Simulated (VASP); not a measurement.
# Pb (P6_3/mmc) in VASP: notebook

Aim: see how the results for Pb move with the level of theory and the settings. Levels: PBE, LDA. Tasks: single point.

All numbers are computed with VASP 6.6.1; they aren't measurements. Logs are shortened: lines on timing, memory, paths and dates and some standing lists are left out, and cuts for length are marked.

### 1 The cell of the first run

The structure is hexagonal, space group P6_3/mmc (No. 194). The conventional cell has a = 3.472 Å, b = 3.472 Å, c = 5.997 Å, α = 90.00°, β = 90.00°, γ = 120.00°. Pb (site symmetry -6m2) has 12 Pb at 3.47 to 3.61 Å within 4.6 Å.

### 2 Single point, PBE

INCAR reads:

```
PREC     = Accurate       # precision mode
ENCUT    = 500            # plane-wave cutoff, eV
EDIFF    = 1E-6           # SCF threshold, eV
ISMEAR   = 0              # smearing method
SIGMA    = 0.026          # smearing width, eV
LREAL    = F              # projectors in reciprocal space
LASPH    = T              # aspherical terms in the spheres
NELM     = 120            # most SCF steps
ALGO     = Normal         # electronic algorithm
ISIF     = 2              # what is computed and relaxed
LWAVE    = F              # write WAVECAR
LCHARG   = T              # write CHGCAR
GGA      = PE             # functional
LELF     = T              # ELF
LVHAR    = T            
NBANDS   = 21             # bands
GGA_COMPAT= F
```

KPOINTS reads:

```
regular mesh
0
Gamma
  6 6 4
```

POSCAR reads:

```
Pb
1.0
    3.4715901269      0.0000000000      0.0000000000
   -1.7357950634      3.0064852414      0.0000000000
    0.0000000000      0.0000000000      5.9973895700
Pb
2
Direct
    0.3333333333      0.6666666667      0.2500000000
    0.6666666667      0.3333333333      0.7500000000
```

Potentials or basis: VASP PAW PBE potentials, release 64 (Pb_d).

Launch:

```console
> cat potpaw_PBE.64/Pb_d/POTCAR > POTCAR
> mpirun -np 1 vasp_std > vasp.out
```

OUTCAR:

```text
PREC = Accurate
   ENCUT = 500
   EDIFF = 1E-6
   ISMEAR = 0
   LREAL = F
   LASPH = T
   NELM = 120
   ISIF = 2
   GGA = PE

 ion  position               nearest neighbor table
   1  0.333  0.667  0.250-   2 3.61   2 3.61   2 3.61   2 3.61   2 3.61   2 3.61
   2  0.667  0.333  0.750-   1 3.61   1 3.61   1 3.61   1 3.61   1 3.61   1 3.61

  LATTYP: Found a hexagonal cell.
 ALAT       =     3.4715901269
 C/A-ratio  =     1.7275626876

  Lattice vectors:

 A1 = (   3.4715901269,   0.0000000000,   0.0000000000)
 A2 = (  -1.7357950634,   3.0064852414,   0.0000000000)
 A3 = (   0.0000000000,   0.0000000000,   5.9973895700)

Analysis of symmetry for initial positions (statically):
=====================================================================
 Subroutine PRICEL returns:
 Original cell was already a primitive cell.

 Routine SETGRP: Setting up the symmetry group for a
 hexagonal supercell.

 Subroutine GETGRP returns: Found 24 space group operations
 (whereof 12 operations were pure point group operations)
 out of a pool of 24 trial point group operations.

The static configuration has the point symmetry D_3d.
 The point group associated with its full space group is D_6h.

Analysis of symmetry for dynamics (positions and initial velocities):
=====================================================================
 Subroutine PRICEL returns:
 Original cell was already a primitive cell.

 Routine SETGRP: Setting up the symmetry group for a
 hexagonal supercell.

 Subroutine GETGRP returns: Found 24 space group operations
 (whereof 12 operations were pure point group operations)
 out of a pool of 24 trial point group operations.

The dynamic configuration has the point symmetry D_3d.
 The point group associated with its full space group is D_6h.

 Subroutine INISYM returns: Found 24 space group operations
 (whereof 12 operations are pure point group operations),
 and found     1 'primitive' translations

----------------------------------------------------------------------------------------

                                     Primitive cell

  volume of cell :      62.5965

  direct lattice vectors                    reciprocal lattice vectors
     3.471590127  0.000000000  0.000000000     0.288052438  0.166307153  0.000000000
    -1.735795063  3.006485241  0.000000000     0.000000000  0.332614305  0.000000000
     0.000000000  0.000000000  5.997389570     0.000000000  0.000000000  0.166739210

  length of vectors
     3.471590127  3.471590127  5.997389570     0.332614305  0.332614305  0.166739210

  position of ions in fractional coordinates (direct lattice)
     0.333333333  0.666666667  0.250000000
     0.666666667  0.333333333  0.750000000

  ion indices of the primitive-cell ions
   primitive index   ion index
                 1           1
                 2           2

----------------------------------------------------------------------------------------

 KPOINTS: regular mesh

Automatic generation of k-mesh.
 Grid dimensions read from file:
 generate k-points for:    6    6    4

 Generating k-lattice:

  Cartesian coordinates                     Fractional coordinates (reciprocal lattice)
     0.048008740  0.027717859  0.000000000     0.166666667  0.000000000  0.000000000
     0.000000000  0.055435718  0.000000000     0.000000000  0.166666667  0.000000000
     0.000000000  0.000000000  0.041684803     0.000000000  0.000000000  0.250000000

  Length of vectors
     0.055435718  0.055435718  0.041684803

  Shift w.r.t. Gamma in fractional coordinates (k-lattice)
     0.000000000  0.000000000  0.000000000

 Subroutine IBZKPT returns following result:
 ===========================================

 Found     21 irreducible k-points:

 Following reciprocal coordinates:
            Coordinates               Weight
  0.000000  0.000000  0.000000      1.000000
  0.166667  0.000000  0.000000      6.000000
  0.333333  0.000000  0.000000      6.000000
  0.500000  0.000000  0.000000      3.000000
  0.166667  0.166667  0.000000      6.000000
  0.333333  0.166667  0.000000     12.000000
[... 13 lines left out ...]
  0.333333  0.166667  0.500000     12.000000
  0.333333  0.333333  0.500000      2.000000
   k-points           NKPTS =     21   k-points in BZ     NKDIM =     21   number of bands    NBANDS=     21
   number of dos      NEDOS =    301   number of ions     NIONS =      2
   total plane-waves  NPLWV =  37632
   dimension x,y,z NGX =    28 NGY =   28 NGZ =   48
   dimension x,y,z NGXF=    56 NGYF=   56 NGZF=   96
   ions per type =               2
   NGX,Y,Z   is equivalent  to a cutoff of  13.41, 13.41, 13.31 a.u.
   NGXF,Y,Z  is equivalent  to a cutoff of  26.82, 26.82, 26.61 a.u.
 SYSTEM =  unknown system
   PREC   = accura    normal or accurate (medium, high low for compatibility)
   ISTART =      0    job   : 0-new  1-cont  2-samecut
   ICHARG =      2    charge: 1-file 2-atom 10-const
   ISPIN  =      1    spin polarized calculation?
   LNONCOLLINEAR =      F non collinear calculations
   LSORBIT =      F    spin-orbit coupling
   LASPH  =      T    aspherical Exc in radial PAW
   ENCUT  =  500.0 eV  36.75 Ry    6.06 a.u.   6.33  6.33 10.93*2*pi/ulx,y,z
   NELM   =    120;   NELMIN=  2; NELMDL= -5     # of ELM steps
   EDIFF  = 0.1E-05   stopping-criterion for ELM
   LREAL  =      F    real-space projection
   EDIFFG = 0.1E-04   stopping-criterion for IOM
   NSW    =      0    number of steps for IOM
   IBRION =     -1    ionic relax: 0-MD 1-quasi-New 2-CG
   NFREE  =      0    steps in history (QN), initial steepest desc. (CG)
   ISIF   =      2    stress and relaxation
   ISYM   =      2    0-nonsym 1-usesym 2-fastsym
   POTIM  = 0.5000    time-step for ionic-motion
   TEBEG  =    0.0;   TEEND  =   0.0 temperature during run
   PSTRESS=    0.0 pullay stress
   NELECT =      28.0000    total number of electrons
   NUPDOWN=      -1.0000    fix difference up-down
   EMIN   =  10.00;   EMAX   =-10.00  energy-range for DOS
   EFERMI =   0.00;   METHOD = LEGACY
   ISMEAR =     0;   SIGMA  =   0.03  broadening in eV -4-tet -1-fermi 0-gaus
   EFERMI_NEDOS =   21; number of points for ismear=-14 and -15
   IALGO  =     38    algorithm
   IMIX   =      4    mixing-type and parameters
     AMIX     =   0.40;   BMIX     =  1.00
     AMIX_MAG =   1.60;   BMIX_MAG =  1.00
  volume/ion in A,a.u.               =      31.30       211.21
  Fermi-wavevector in a.u.,A,eV,Ry     =   1.252019  2.365973 21.327833  1.567552
  Thomas-Fermi vector in A             =   2.385939
   LORBIT       =      0    0 simple, 1 ext, 2 COOP (PROOUT), +10 PAW based schemes
   GGA     = PE    functional components
   LHFCALC =     F    Hartree Fock is set to
   AEXX    =    0.0000 exact exchange contribution
   IVDW    =     0    specifies the selected vdW correction
   LEPSILON=     F    determine dielectric tensor
   LRPA    =     F    only Hartree local field effects (RPA)
 non-spin polarized calculation
 Gauss-broadening in eV      SIGMA  =   0.03
  energy-cutoff  :      500.00
  volume of cell :       62.60
 maximum number of plane-waves:      1605
 NGX is ok and might be reduce to    28
   NGX = 13   NGY = 13   NGZ = 21

 number of electron      28.0000001 magnetization

 Free energy of the ion-electron system (eV)
  ---------------------------------------------------
  ext. energy  EPLUGINS =         0.00000000
  ---------------------------------------------------
  free energy    TOTEN  =        -7.01048393 eV

  energy without entropy =       -7.00865854  energy(sigma->0) =       -7.00957124

 E-fermi :   7.0485     XC(G=0): -10.0301

 val. band max:        7.0371241792   @ k =   0.0000   0.0000   0.5000
 cond. band min:       7.0647464449   @ k =   0.3333   0.1667   0.2500
 fundamental gap:      0.0276222657
 Fermi energy:         7.0485353084

 k-point     1 :       0.0000    0.0000    0.0000
  band No.  band energies     occupation
      1     -10.1463      2.00000
      2     -10.1456      2.00000
      3     -10.1093      2.00000
      4     -10.1093      2.00000
      5     -10.0944      2.00000
      6     -10.0944      2.00000
[... 13 lines left out ...]
     20      16.3105      0.00000
     21      17.3711      0.00000

 k-point     2 :       0.1667    0.0000    0.0000
  band No.  band energies     occupation
      1     -10.1677      2.00000
      2     -10.1105      2.00000
      3     -10.1034      2.00000
      4     -10.0530      2.00000
      5     -10.0442      2.00000
      6     -10.0339      2.00000
[... 13 lines left out ...]
     20      16.4470      0.00000
     21      17.4576      0.00000

 k-point     3 :       0.3333    0.0000    0.0000
  band No.  band energies     occupation
      1     -10.2315      2.00000
      2     -10.1457      2.00000
      3     -10.1107      2.00000
      4     -10.0538      2.00000
      5     -10.0159      2.00000
      6      -9.9922      2.00000
[... 13 lines left out ...]
     20      15.5685      0.00000
     21      17.0010      0.00000

 k-point     4 :       0.5000    0.0000    0.0000
  band No.  band energies     occupation
      1     -10.2625      2.00000
      2     -10.1660      2.00000
      3     -10.1523      2.00000
      4     -10.0697      2.00000
      5     -10.0211      2.00000
      6      -9.9735      2.00000
[... 13 lines left out ...]
     20      15.2784      0.00000
     21      16.7789      0.00000

 k-point     5 :       0.1667    0.1667    0.0000
  band No.  band energies     occupation
      1     -10.1447      2.00000
      2     -10.1333      2.00000
      3     -10.0791      2.00000
      4     -10.0609      2.00000
      5     -10.0531      2.00000
      6     -10.0427      2.00000
[... 13 lines left out ...]
     20      16.7229      0.00000
     21      16.8419      0.00000

 k-point     6 :       0.3333    0.1667    0.0000
  band No.  band energies     occupation
      1     -10.1811      2.00000
      2     -10.1453      2.00000
      3     -10.0979      2.00000
      4     -10.0696      2.00000
      5     -10.0117      2.00000
      6     -10.0033      2.00000
[... 13 lines left out ...]
     20      16.5052      0.00000
     21      18.4322      0.00000

 k-point     7 :       0.3333    0.3333    0.0000
  band No.  band energies     occupation
      1     -10.1632      2.00000
      2     -10.0443      2.00000
      3     -10.0443      2.00000
      4     -10.0414      2.00000
      5     -10.0414      2.00000
      6     -10.0057      2.00000
[... 13 lines left out ...]
     20      20.4707      0.00000
     21      20.4876      0.00000
[... 219 lines left out ...]
      1     -10.1928      2.00000
      2     -10.1928      2.00000
      3     -10.1073      2.00000
      4     -10.1073      2.00000
      5      -9.9767      2.00000
      6      -9.9767      2.00000
[... 13 lines left out ...]
     20      14.1539      0.00000
     21      16.4033      0.00000

 k-point    18 :       0.5000    0.0000    0.5000
  band No.  band energies     occupation
      1     -10.2139      2.00000
      2     -10.2139      2.00000
      3     -10.1404      2.00000
      4     -10.1404      2.00000
      5      -9.9772      2.00000
      6      -9.9772      2.00000
[... 13 lines left out ...]
     20      13.6774      0.00000
     21      14.7380      0.00000

 k-point    19 :       0.1667    0.1667    0.5000
  band No.  band energies     occupation
      1     -10.1396      2.00000
      2     -10.1396      2.00000
      3     -10.1002      2.00000
      4     -10.1002      2.00000
      5     -10.0017      2.00000
      6     -10.0017      2.00000
[... 13 lines left out ...]
     20      16.6881      0.00000
     21      18.1943      0.00000

 k-point    20 :       0.3333    0.1667    0.5000
  band No.  band energies     occupation
      1     -10.1532      2.00000
      2     -10.1532      2.00000
      3     -10.1092      2.00000
      4     -10.1092      2.00000
      5     -10.0015      2.00000
      6     -10.0015      2.00000
[... 13 lines left out ...]
     20      14.9669      0.00000
     21      16.7895      0.00000

 k-point    21 :       0.3333    0.3333    0.5000
  band No.  band energies     occupation
      1     -10.1239      2.00000
      2     -10.1239      2.00000
      3     -10.0433      2.00000
      4     -10.0433      2.00000
      5      -9.9895      2.00000
      6      -9.9895      2.00000
[... 13 lines left out ...]
     20      15.2035      0.00000
     21      15.2649      0.00000

------------------------ aborting loop because EDIFF is reached ----------------------------------------

  FORCE on cell =-STRESS in cart. coord.  units (eV):
  Direction    XX          YY          ZZ          XY          YZ          ZX
  --------------------------------------------------------------------------------------
  -------------------------------------------------------------------------------------
  Total        0.6701771      0.6701771      0.2040600      0.0000000     -0.0000000     -0.0000000
  in kB       17.1534059     17.1534059      5.2229841      0.0000000     -0.0000000     -0.0000000
  external PRESSURE =      13.1765987 kB  Pullay stress =       0.0000000 kB

 VOLUME and BASIS-vectors are now :
 -----------------------------------------------------------------------------
  energy-cutoff  :      500.00
  volume of cell :       62.60
      direct lattice vectors                 reciprocal lattice vectors
     3.471590127  0.000000000  0.000000000     0.288052438  0.166307153  0.000000000
    -1.735795063  3.006485241  0.000000000     0.000000000  0.332614305  0.000000000
     0.000000000  0.000000000  5.997389570     0.000000000  0.000000000  0.166739210

 POSITION                                       TOTAL-FORCE (eV/Angst)
 -----------------------------------------------------------------------------------
     -0.00000      2.00432      1.49935         0.000000      0.000000      0.000000
      1.73580      1.00216      4.49804        -0.000000     -0.000000      0.000000
 -----------------------------------------------------------------------------------
    total drift:                                0.000000     -0.000000      0.000000

  FREE ENERGIE OF THE ION-ELECTRON SYSTEM (eV)
  ---------------------------------------------------
  free  energy   TOTEN  =        -7.0104839326 eV

  energy  without entropy=       -7.0086585430  energy(sigma->0) =       -7.00957124
```

It took 14 s on 1 thread of Intel Xeon Platinum 8488C (Sapphire Rapids), shared host; peak memory 0.18 GiB.

Results:

| Property | Result |
| --- | --- |
| Free energy | -7.0105 eV |
| Pressure | 1.3 GPa |
| Band gap on the k mesh | zero (band 14 reaches 12.95 eV, above the bottom of band 15 at 5.25 eV) |

Levels at points of the mesh, in eV from the Fermi level:
```tsv
k point	band 11	band 12	band 13	band 14	band 15	band 16	band 17	band 18
(0.00, 0.00, 0.00)	-11.67	-8.68	-4.27	5.91	5.91	6.15	7.43	7.43
(0.50, 0.00, 0.00)	-8.19	-7.15	-3.19	-1.94	-0.52	1.57	2.33	5.27
(0.00, 0.00, 0.50)	-10.62	-10.62	-0.01	-0.01	6.62	6.62	6.62	6.62
(0.50, 0.00, 0.50)	-7.55	-7.55	-3.67	-3.67	2.96	2.96	3.49	3.49
```

Caveat: spin-orbit coupling is left out, which moves the levels of the heavy elements.

### 3 Single point, PBE

INCAR reads:

```
SYSTEM = Pb
ALGO = Normal ; EDIFF = 1E-6
ENCUT = 500 ; GGA = PE
GGA_COMPAT = .FALSE. ; ISIF = 2
ISMEAR = -5 ; LASPH = .TRUE.
LCHARG = .FALSE. ; LREAL = .FALSE.
LWAVE = .FALSE. ; NBANDS = 21
NELM = 120 ; PREC = Accurate
SIGMA = 0.1
```

KPOINTS reads:

```
k-points
0
G
  6 6 4
  0 0 0
```

POSCAR reads:

```
Pb
1.0
    3.4715901269      0.0000000000      0.0000000000
   -1.7357950634      3.0064852414      0.0000000000
    0.0000000000      0.0000000000      5.9973895700
Pb
2
Direct
    0.8263333333      1.3616666667      0.5490000000
    1.1596666667      1.0283333333      1.0490000000
```

Potentials or basis: VASP PAW PBE potentials, release 64 (Pb_d).

Launch:

```console
> cat potpaw_PBE.64/Pb_d/POTCAR > POTCAR
> mpirun -np 1 vasp_std > vasp.out
```

Wall time 15 s (1 thread of Intel Xeon Platinum 8488C (Sapphire Rapids), shared host); peak memory 0.18 GiB.

It converged, with:

```yaml
Free_energy: -7.0649 eV
Pressure: 0.9 GPa
Band_gap_on_the_k_mesh: zero (band 14 reaches 12.95 eV, above the bottom of band 15 at 5.24 eV)
```

Stress tensor (GPa, compression positive):
```
0.90 0.00 0.00
0.00 0.90 0.00
0.00 0.00 0.80
```

Levels at points of the mesh, in eV from the Fermi level:
| k point | band 11 | band 12 | band 13 | band 14 | band 15 | band 16 | band 17 | band 18 |
| --- | --- | --- | --- | --- | --- | --- | --- | --- |
| (0.00, 0.00, 0.00) | -11.65 | -8.66 | -4.24 | 5.92 | 5.92 | 6.17 | 7.44 | 7.44 |
| (0.50, 0.00, 0.00) | -8.18 | -7.14 | -3.19 | -1.93 | -0.49 | 1.60 | 2.34 | 5.28 |
| (0.00, 0.00, 0.50) | -10.61 | -10.61 | 0.01 | 0.01 | 6.64 | 6.64 | 6.64 | 6.64 |
| (0.50, 0.00, 0.50) | -7.54 | -7.54 | -3.66 | -3.66 | 2.98 | 2.98 | 3.51 | 3.51 |

Caveat: spin-orbit coupling is left out, which moves the levels of the heavy elements; tetrahedron occupations give inexact forces and stress in metals.

### 4 Single point, LDA

INCAR reads:

```
SYSTEM = Pb
ALGO = Normal
EDIFF = 1E-6
ENCUT = 500
GGA = CA
GGA_COMPAT = .FALSE.
ISIF = 2
ISMEAR = 0
LASPH = .TRUE.
LCHARG = .FALSE.
LREAL = .FALSE.
LWAVE = .FALSE.
NBANDS = 21
NELM = 120
PREC = Accurate
SIGMA = 0.1
```

KPOINTS is that of step 3.

POSCAR reads:

```
Pb
1.0
    3.4715901269      0.0000000000      0.0000000000
   -1.7357950634      3.0064852414      0.0000000000
    0.0000000000      0.0000000000      5.9973895700
Pb
2
Direct
    0.3333333333      0.6666666667      0.2500000000
    0.6666666667      0.3333333333      0.7500000000
```

Potentials or basis: VASP PAW LDA potentials, release 64 (Pb_d).

Launch:

```console
> cat potpaw_LDA.64/Pb_d/POTCAR > POTCAR
> mpirun -np 1 vasp_std > vasp.out
```

Run time: 13 s. Hardware: 1 thread of Intel Xeon Platinum 8488C (Sapphire Rapids), shared host; peak memory 0.16 GiB.

The run converged. Its results:

- Free energy: -8.3593 eV
- Pressure: -2.8 GPa
- Band gap on the k mesh: zero (band 14 reaches 12.61 eV, above the bottom of band 15 at 4.97 eV)

Stress tensor (GPa, compression positive):
```
-2.48  0.00  0.00
 0.00 -2.48  0.00
 0.00  0.00 -3.54
```

Levels at points of the mesh, in eV from the Fermi level:
| k point | band 10 | band 11 | band 12 | band 13 | band 14 | band 15 | band 16 | band 17 | band 18 | band 19 |
| --- | --- | --- | --- | --- | --- | --- | --- | --- | --- | --- |
| (0.00, 0.00, 0.00) | -16.83 | -11.64 | -8.66 | -4.22 | 5.88 | 5.88 | 6.12 | 7.39 | 7.39 | 9.22 |
| (0.50, 0.00, 0.00) | -16.78 | -8.18 | -7.14 | -3.16 | -1.91 | -0.49 | 1.62 | 2.33 | 5.24 | 6.46 |
| (0.00, 0.00, 0.50) | -16.88 | -10.60 | -10.60 | 0.02 | 0.02 | 6.59 | 6.59 | 6.59 | 6.59 | 9.60 |
| (0.50, 0.00, 0.50) | -16.78 | -7.54 | -7.54 | -3.63 | -3.63 | 2.95 | 2.95 | 3.49 | 3.49 | 6.74 |

Caveat: spin-orbit coupling is left out, which moves the levels of the heavy elements.

### 5 Summary

```csv
level,potentials or basis,smearing,gap on the mesh (eV),pressure (GPa)
PBE,"VASP PAW PBE potentials, release 64 (Pb_d)",gaussian 0.026 eV,none,1.3
PBE,"VASP PAW PBE potentials, release 64 (Pb_d)",tetrahedron,none,0.9
LDA,"VASP PAW LDA potentials, release 64 (Pb_d)",gaussian 0.1 eV,none,-2.8
```

Alike in all rows: task single point; no spin polarisation; cell as given; k mesh 6 × 6 × 4; cutoff (eV) 500.

Caveats: spin-orbit coupling is left out, which moves the levels of the heavy elements; tetrahedron occupations give inexact forces and stress in metals (some runs).

Total energies depend on the potentials used, so only differences within one code and one set of settings carry meaning.
